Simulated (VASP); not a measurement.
A run of VASP 6.6.1:

The input POSCAR:

```
GdN
1.0
    3.0586179138      0.0000000000      0.0000000000
    0.0000000000      3.0586179138      0.0000000000
    0.0000000000      0.0000000000      3.0586179138
Gd N
1 1
Direct
    0.0000000000      0.0000000000      0.0000000000
    0.5000000000      0.5000000000      0.5000000000
```

Contents of INCAR.step1:

```
ALGO = Normal ; EDIFF = 1E-4
ENCUT = 520 ; GGA = PE
ISMEAR = 0 ; ISPIN = 2
LASPH = True ; LCHARG = False
LMAXMIX = 6 ; LREAL = False
LWAVE = True ; MAGMOM = 7.65 0
NBANDS = 22 ; NELM = 150
PREC = Accurate ; SIGMA = 0.05
```

File INCAR.step2:

```
ALGO = Normal ; EDIFF = 1E-7
ENCUT = 520 ; ISIF = 2
ISMEAR = 0 ; ISPIN = 2
ISTART = 1 ; LASPH = True
LCHARG = False ; LMAXMIX = 6
LMIXTAU = True ; LORBIT = 11
LREAL = False ; LWAVE = False
MAGMOM = 7.65 0 ; METAGGA = R2SCAN
NBANDS = 22 ; NELM = 150
PREC = Accurate ; SIGMA = 0.05
```

File KPOINTS:

```
k-points
0
Gamma
  12 12 12
```

Potentials or basis: VASP PAW PBE potentials, release 64 (Gd, N).

Launch:

```console
$ cat potpaw_PBE.64/Gd/POTCAR potpaw_PBE.64/N/POTCAR > POTCAR
$ cp INCAR.step1 INCAR
$ mpirun -np 1 vasp_std > vasp.out
$ cp INCAR.step2 INCAR
$ mpirun -np 1 vasp_std > vasp.out
```

Hardware: 1 thread of Intel(R) Xeon(R) Platinum 8375C CPU @ 2.90GHz (Ice Lake), with other jobs on the host.

Task: Estimate the wall time of this run.

Result: Wall time 5.1 min on 1 thread of Intel(R) Xeon(R) Platinum 8375C CPU @ 2.90GHz (Ice Lake) (shared host), peak memory 0.24 GiB. Counts: k points 84.
